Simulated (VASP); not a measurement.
Write the native input for VASP 6.6.1 that does the following.

```
Task                    : single point
Functional              : PBE
Potentials or basis     : VASP PAW PBE potentials, release 64 (Sn_d)
Cutoff                  : 520 eV
k mesh                  : 7 × 7 × 7
Occupations             : methfessel-paxton, width 0.1 eV
Spin                    : non-collinear spin, zero start, spin-orbit coupling
Starting moments        : [[0.0, 0.0, 0.0], [0.0, 0.0, 0.0]] μB
Dipole correction       : no
k mesh for the DOS      : 11 × 11 × 11
Occupations for the DOS : tetrahedron
Further INCAR settings  : ALGO = Normal; EDIFF = 1e-06; NBANDS = 40
```

Sn:

```xyz
2
Lattice="-2.7294 2.7294 1.4847 2.7294 -2.7294 1.4847 2.7294 2.7294 -1.4847" Properties=species:S:1:pos:R:3 pbc="T T T"
Sn    0.0000    0.0000    0.0000
Sn    0.0000    2.7294    0.7423
```

These files were run (other wordings do the same):

POSCAR

```
Sn
1.0
   -2.7293846213      2.7293846213      1.4846604507
    2.7293846213     -2.7293846213      1.4846604507
    2.7293846213      2.7293846213     -1.4846604507
Sn
2
Direct
    0.0000000000      0.0000000000      0.0000000000
    0.7500000000      0.2500000000      0.5000000000
```

INCAR.step1

```
PREC = Accurate
ENCUT = 520
EDIFF = 1E-6
ISMEAR = 1
SIGMA = 0.1
LREAL = F
LASPH = T
NELM = 150
ALGO = Normal
ISIF = 2
LWAVE = F
LCHARG = T
MAGMOM = 0 0 0 0 0 0
LSORBIT = T
GGA_COMPAT = F
LORBMOM = T
GGA = PE
NBANDS = 40
```

KPOINTS.step1

```
regular mesh
0
Gamma
  7 7 7
```

INCAR.step2

```
PREC = Accurate
ENCUT = 520
EDIFF = 1E-6
ISMEAR = -5
SIGMA = 0.1
LREAL = F
LASPH = T
NELM = 150
ALGO = Normal
ISIF = 2
LWAVE = F
LCHARG = F
MAGMOM = 0 0 0 0 0 0
LORBIT = 10
LSORBIT = T
GGA_COMPAT = F
LORBMOM = T
GGA = PE
NBANDS = 40
NEDOS = 1001
ICHARG = 11
```

KPOINTS.step2

```
regular mesh
0
Gamma
  11 11 11
```

Potentials or basis: VASP PAW PBE potentials, release 64 (Sn_d).

Launch:

```sh
$ cat potpaw_PBE.64/Sn_d/POTCAR > POTCAR
$ cp INCAR.step1 INCAR
$ cp KPOINTS.step1 KPOINTS
$ mpirun -np 1 vasp_ncl > vasp.out
$ cp INCAR.step2 INCAR
$ cp KPOINTS.step2 KPOINTS
$ mpirun -np 1 vasp_ncl > vasp.out
```

Results of the run:

```json
{"Net moment": "0.00 μB per cell", "Valence electrons inside the program's atomic spheres": "Sn 12.45"}
```

Wall time 12 min on 1 thread of Oxide Virtual Turin-like Processor, on a shared host, peak memory 0.44 GiB.
